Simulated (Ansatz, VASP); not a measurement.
## Two plane-wave programs on ZnS

```
Zn S
1.0
     0.00000    2.67880    2.67880
     2.67880    0.00000    2.67880
     2.67880    2.67880    0.00000
Zn S
1 1
Direct
  0.00000 0.00000 0.00000
  0.25000 0.25000 0.25000
```

Alike in both runs: task single point; functional HSE06; k mesh 4 × 4 × 4; occupations fermi-dirac, width 0.05 eV; no spin polarisation.

|  | VASP | Ansatz |
| --- | --- | --- |
| version | VASP 6.6.1 | Ansatz 0.2.0 development build |
| potentials or method | VASP PAW PBE potentials, release 64 (Zn, S) | plane waves, PAW datasets (generated soft set 1) |
| plane-wave cutoff (eV) | 520 | 420 |
| valence electrons in the cell | 18 | 18 |

```tsv
	VASP	Ansatz	Ansatz less VASP
gap on the k mesh at the Fermi level (eV)	3.47	3.47	+0.005
```

The functional is the same, so the differences come from potentials, cutoffs and numerics.

The k mesh is coarse, so the values compare programs but aren't converged.
